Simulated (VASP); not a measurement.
Ga, 1 atom in the cell. Symmetry: I4/mmm, No. 139, tetragonal system. The conventional cell has a = 2.769 Å, b = 2.769 Å, c = 4.622 Å, α = 90.00°, β = 90.00°, γ = 90.00°. Ga (site symmetry 4/mmm) has 12 Ga at 2.77 to 3.03 Å within 3.6 Å. 

| Quantity | Value |
| --- | --- |
| Program | VASP 6.6.1 |
| Task | single point |
| Functional | revpbe exchange, lda correlation |
| Potentials or basis | VASP PAW PBE potentials, release 64 (Ga_d) |
| Cutoff | 500 eV |
| k mesh | 13 × 13 × 13 |
| Occupations | gaussian, width 0.1 eV |
| Spin | collinear spin |
| Starting moments | [0.5] μB |
| Dipole correction | no |
| Further INCAR settings | ALGO = Normal; EDIFF = 1e-06; NBANDS = 16 |

Potentials or basis: VASP PAW PBE potentials, release 64 (Ga_d).

The run is started by

```sh
$ cat potpaw_PBE.64/Ga_d/POTCAR > POTCAR
$ mpirun -np 1 vasp_std > vasp.out
```

Hardware: 1 thread of AMD EPYC 9R45 96-Core Processor (Zen 5), on a shared host.

Question: Estimate the wall time of this run.

Answer: Wall time 77 s on 1 thread of AMD EPYC 9R45 96-Core Processor (Zen 5), on a shared host, peak memory 0.17 GiB. Counts: scf iterations 13, k points 196.
